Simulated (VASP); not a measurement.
# B (P-1) in VASP: single point with PBEsol

Aim: the single point of B with PBEsol.

All numbers are computed with VASP 6.6.1; they aren't measurements. Logs are shortened: lines on timing, memory, paths and dates and some standing lists are left out, and cuts for length are marked.

## (1) The cell of the first run

The typed cell holds 1 atom: a = 1.905 Å, b = 1.864 Å, c = 1.887 Å, α = 89.98°, β = 91.20°, γ = 89.81°.

## (2) Single point, PBEsol

The input, INCAR:

```
SYSTEM = B
ALGO = Normal
EDIFF = 1E-7
ENCUT = 520
GGA = PS
ISIF = 2
ISMEAR = 0
LASPH = .True.
LCHARG = .False.
LREAL = .False.
LWAVE = .False.
NBANDS = 8
NELM = 60
PREC = Accurate
SIGMA = 0.1
```

The input, KPOINTS:

```
k-points
0
Gamma
  10 10 10
  0 0 0
```

The input, POSCAR:

```
B
1.0
    1.9049750000      0.0031930000     -0.0199120000
    0.0031930000      1.8640640000      0.0003960000
   -0.0199120000      0.0003960000      1.8871180000
B
1
Direct
    0.4999830000      0.5183830000      0.5137780000
```

Potentials or basis: VASP PAW PBE potentials, release 64 (B).

Run with:

```sh
$ cat potpaw_PBE.64/B/POTCAR > POTCAR
$ mpirun -np 1 vasp_std > vasp.out
```

OUTCAR:

```text
SYSTEM = B
   EDIFF = 1E-7
   ENCUT = 520
   GGA = PS
   ISIF = 2
   ISMEAR = 0
   LASPH = .True.
   LREAL = .False.
   NELM = 60
   PREC = Accurate

 ion  position               nearest neighbor table
   1  0.500  0.518  0.514-

  LATTYP: Found a triclinic cell.
 ALAT       =     1.8640667767
 B/A-ratio  =     1.4227370957
 C/A-ratio  =     1.7417719786
 COS(alpha) =     0.0000775204
 COS(beta)  =     0.5763500512
 COS(gamma) =     0.7025829271

  Lattice vectors:

 A1 = (  -0.0031930000,  -1.8640640000,  -0.0003960000)
 A2 = (  -0.0231050000,  -1.8636680000,   1.8867220000)
 A3 = (  -1.8882560000,  -1.8676530000,  -1.8676020000)

Analysis of symmetry for initial positions (statically):
=====================================================================
 Subroutine PRICEL returns:
 Original cell was already a primitive cell.

 Routine SETGRP: Setting up the symmetry group for a
 triclinic supercell.

 Subroutine GETGRP returns: Found  2 space group operations
 (whereof  1 operations were pure point group operations)
 out of a pool of  2 trial point group operations.

The static configuration has the point symmetry C_1 .
 The point group associated with its full space group is S_2 .

Analysis of symmetry for dynamics (positions and initial velocities):
=====================================================================
 Subroutine PRICEL returns:
 Original cell was already a primitive cell.

 Routine SETGRP: Setting up the symmetry group for a
 triclinic supercell.

 Subroutine GETGRP returns: Found  2 space group operations
 (whereof  1 operations were pure point group operations)
 out of a pool of  2 trial point group operations.

The dynamic configuration has the point symmetry C_1 .
 The point group associated with its full space group is S_2 .

 Subroutine INISYM returns: Found  2 space group operations
 (whereof  1 operations are pure point group operations),
 and found     1 'primitive' translations

----------------------------------------------------------------------------------------

                                     Primitive cell

  volume of cell :       6.7004

  direct lattice vectors                    reciprocal lattice vectors
     1.904975000  0.003193000 -0.019912000     0.525000687 -0.000900463  0.005539754
     0.003193000  1.864064000  0.000396000    -0.000900463  0.536463836 -0.000122075
    -0.019912000  0.000396000  1.887118000     0.005539754 -0.000122075  0.529967048

  length of vectors
     1.905081739  1.864066777  1.887223090     0.525030685  0.536464605  0.529996015

  position of ions in fractional coordinates (direct lattice)
     0.499983000  0.518383000  0.513778000

  ion indices of the primitive-cell ions
   primitive index   ion index
                 1           1

----------------------------------------------------------------------------------------

 KPOINTS: k-points

Automatic generation of k-mesh.
 Grid dimensions read from file:
 generate k-points for:   10   10   10

 Generating k-lattice:

  Cartesian coordinates                     Fractional coordinates (reciprocal lattice)
     0.052500069 -0.000090046  0.000553975     0.100000000 -0.000000000  0.000000000
    -0.000090046  0.053646384 -0.000012207     0.000000000  0.100000000  0.000000000
     0.000553975 -0.000012207  0.052996705     0.000000000 -0.000000000  0.100000000

  Length of vectors
     0.052503069  0.053646461  0.052999601

  Shift w.r.t. Gamma in fractional coordinates (k-lattice)
     0.000000000  0.000000000  0.000000000

 Subroutine IBZKPT returns following result:
 ===========================================

 Found    504 irreducible k-points:

 Following reciprocal coordinates:
            Coordinates               Weight
  0.000000  0.000000  0.000000      1.000000
  0.100000  0.000000  0.000000      2.000000
  0.200000  0.000000  0.000000      2.000000
  0.300000 -0.000000  0.000000      2.000000
  0.400000  0.000000  0.000000      2.000000
  0.500000  0.000000  0.000000      1.000000
[... 16 lines left out ...]
 -0.400000  0.200000  0.000000      2.000000
 -0.300000  0.200000 -0.000000      2.000000
 [... further k-points ...]
   k-points           NKPTS =    504   k-points in BZ     NKDIM =    504   number of bands    NBANDS=      8
   number of dos      NEDOS =    301   number of ions     NIONS =      1
   total plane-waves  NPLWV =   2744
   dimension x,y,z NGX =    14 NGY =   14 NGZ =   14
   dimension x,y,z NGXF=    28 NGYF=   28 NGZF=   28
   ions per type =               1
   NGX,Y,Z   is equivalent  to a cutoff of  12.22, 12.49, 12.33 a.u.
   NGXF,Y,Z  is equivalent  to a cutoff of  24.43, 24.97, 24.67 a.u.
 SYSTEM =  B
   PREC   = accura    normal or accurate (medium, high low for compatibility)
   ISTART =      0    job   : 0-new  1-cont  2-samecut
   ICHARG =      2    charge: 1-file 2-atom 10-const
   ISPIN  =      1    spin polarized calculation?
   LNONCOLLINEAR =      F non collinear calculations
   LSORBIT =      F    spin-orbit coupling
   LASPH  =      T    aspherical Exc in radial PAW
   ENCUT  =  520.0 eV  38.22 Ry    6.18 a.u.   3.54  3.47  3.51*2*pi/ulx,y,z
   NELM   =     60;   NELMIN=  2; NELMDL= -5     # of ELM steps
   EDIFF  = 0.1E-06   stopping-criterion for ELM
   LREAL  =      F    real-space projection
   EDIFFG = 0.1E-05   stopping-criterion for IOM
   NSW    =      0    number of steps for IOM
   IBRION =     -1    ionic relax: 0-MD 1-quasi-New 2-CG
   NFREE  =      0    steps in history (QN), initial steepest desc. (CG)
   ISIF   =      2    stress and relaxation
   ISYM   =      2    0-nonsym 1-usesym 2-fastsym
   POTIM  = 0.5000    time-step for ionic-motion
   TEBEG  =    0.0;   TEEND  =   0.0 temperature during run
   PSTRESS=    0.0 pullay stress
   NELECT =       3.0000    total number of electrons
   NUPDOWN=      -1.0000    fix difference up-down
   EMIN   =  10.00;   EMAX   =-10.00  energy-range for DOS
   EFERMI =   0.00;   METHOD = LEGACY
   ISMEAR =     0;   SIGMA  =   0.10  broadening in eV -4-tet -1-fermi 0-gaus
   EFERMI_NEDOS =   21; number of points for ismear=-14 and -15
   IALGO  =     38    algorithm
   IMIX   =      4    mixing-type and parameters
     AMIX     =   0.40;   BMIX     =  1.00
     AMIX_MAG =   1.60;   BMIX_MAG =  1.00
  volume/ion in A,a.u.               =       6.70        45.22
  Fermi-wavevector in a.u.,A,eV,Ry     =   1.252416  2.366723 21.341360  1.568546
  Thomas-Fermi vector in A             =   2.386317
   LORBIT       =      0    0 simple, 1 ext, 2 COOP (PROOUT), +10 PAW based schemes
   GGA     = PS    functional components
   LHFCALC =     F    Hartree Fock is set to
   AEXX    =    0.0000 exact exchange contribution
   IVDW    =     0    specifies the selected vdW correction
   LEPSILON=     F    determine dielectric tensor
   LRPA    =     F    only Hartree local field effects (RPA)
 non-spin polarized calculation
 Gauss-broadening in eV      SIGMA  =   0.10
  energy-cutoff  :      520.00
  volume of cell :        6.70
 maximum number of plane-waves:       189
   NGX =  7   NGY =  7   NGZ =  7

 number of electron       3.0000000 magnetization

 Free energy of the ion-electron system (eV)
  ---------------------------------------------------
  ext. energy  EPLUGINS =         0.00000000
  ---------------------------------------------------
  free energy    TOTEN  =        -6.00551222 eV

  energy without entropy =       -6.00360209  energy(sigma->0) =       -6.00455715

 E-fermi :   7.0480     XC(G=0): -12.4181

 val. band max:        7.0461544504   @ k =  -0.2000   0.3000   0.4000
 cond. band min:       7.0611105944   @ k =  -0.3000  -0.2000   0.4000
 fundamental gap:      0.0149561440
 Fermi energy:         7.0480281253

 k-point     1 :       0.0000    0.0000    0.0000
  band No.  band energies     occupation
      1      -8.7743      2.00000
      2      20.0002      0.00000
      3      20.5918      0.00000
      4      21.3055      0.00000
      5      30.6364      0.00000
      6      31.4519      0.00000
      7      40.0854      0.00000
      8      59.2715      0.00000

 k-point     2 :       0.1000    0.0000    0.0000
  band No.  band energies     occupation
      1      -8.4406      2.00000
      2      17.1475      0.00000
      3      20.8446      0.00000
      4      21.5748      0.00000
      5      31.7589      0.00000
      6      34.0231      0.00000
      7      39.8489      0.00000
      8      57.1641      0.00000

 k-point     3 :       0.2000    0.0000    0.0000
  band No.  band energies     occupation
      1      -7.4416      2.00000
      2      12.2822      0.00000
      3      21.6109      0.00000
      4      22.3371      0.00000
      5      32.9148      0.00000
      6      38.5983      0.00000
      7      40.6160      0.00000
      8      52.2874      0.00000

 k-point     4 :       0.3000   -0.0000    0.0000
  band No.  band energies     occupation
      1      -5.7857      2.00000
      2       7.5550      0.00000
      3      22.7117      0.00000
      4      23.4276      0.00000
      5      34.7434      0.00000
      6      38.0638      0.00000
      7      45.9603      0.00000
      8      47.8273      0.00000

 k-point     5 :       0.4000    0.0000    0.0000
  band No.  band energies     occupation
      1      -3.5080      2.00000
      2       3.3766      2.00000
      3      23.7846      0.00000
      4      24.4862      0.00000
      5      36.9156      0.00000
      6      37.4859      0.00000
      7      44.4004      0.00000
      8      45.4484      0.00000
[... 177 lines left out ...]
 k-point    22 :       0.5000    0.2000   -0.0000
  band No.  band energies     occupation
      1       0.2081      2.00000
      2       1.5401      2.00000
      3      19.3248      0.00000
      4      25.2382      0.00000
      5      27.4789      0.00000
      6      42.6814      0.00000
      7      44.2180      0.00000
      8      45.6708      0.00000

 k-point    23 :      -0.4000    0.2000    0.0000
  band No.  band energies     occupation
      1      -2.1092      2.00000
      2       4.4237      2.00000
      3      18.4287      0.00000
      4      24.7977      0.00000
      5      28.9709      0.00000
      6      41.6298      0.00000
      7      45.3684      0.00000
      8      46.8337      0.00000

 k-point    24 :      -0.3000    0.2000   -0.0000
  band No.  band energies     occupation
      1      -4.3914      2.00000
      2       8.3338      0.00000
      3      16.9633      0.00000
      4      23.7785      0.00000
      5      32.1075      0.00000
      6      39.9964      0.00000
      7      47.3156      0.00000
      8      48.4861      0.00000

 [... further k-points ...]
[... 5 lines left out ...]
  --------------------------------------------------------------------------------------
  -------------------------------------------------------------------------------------
  Total       -0.3304880      0.0774607     -0.1430943      0.0404189      0.0384741     -0.1501649
  in kB      -79.0253184     18.5221828    -34.2162934      9.6648543      9.1998241    -35.9069848
  external PRESSURE =     -31.5731430 kB  Pullay stress =       0.0000000 kB

 VOLUME and BASIS-vectors are now :
 -----------------------------------------------------------------------------
  energy-cutoff  :      520.00
  volume of cell :        6.70
      direct lattice vectors                 reciprocal lattice vectors
     1.904975000  0.003193000 -0.019912000     0.525000687 -0.000900463  0.005539754
     0.003193000  1.864064000  0.000396000    -0.000900463  0.536463836 -0.000122075
    -0.019912000  0.000396000  1.887118000     0.005539754 -0.000122075  0.529967048

 POSITION                                       TOTAL-FORCE (eV/Angst)
 -----------------------------------------------------------------------------------
      0.94388      0.96810      0.95981        -0.000000     -0.000000      0.000000
 -----------------------------------------------------------------------------------
    total drift:                                0.000000     -0.000000      0.000000

  FREE ENERGIE OF THE ION-ELECTRON SYSTEM (eV)
  ---------------------------------------------------
  free  energy   TOTEN  =        -6.0055122191 eV

  energy  without entropy=       -6.0036020880  energy(sigma->0) =       -6.00455715
```

Wall time 12 s (1 thread of Intel Xeon 8259CL, shared host); peak memory 0.12 GiB.

What came out:

```
Free energy : -6.0055 eV
Pressure    : -3.2 GPa
```

Stress tensor (GPa, compression positive):
```
-7.90  0.97 -3.59
 0.97  1.85  0.92
-3.59  0.92 -3.42
```

Caveat: the PAW data sets were made with another functional, which shifts forces and pressure a little.
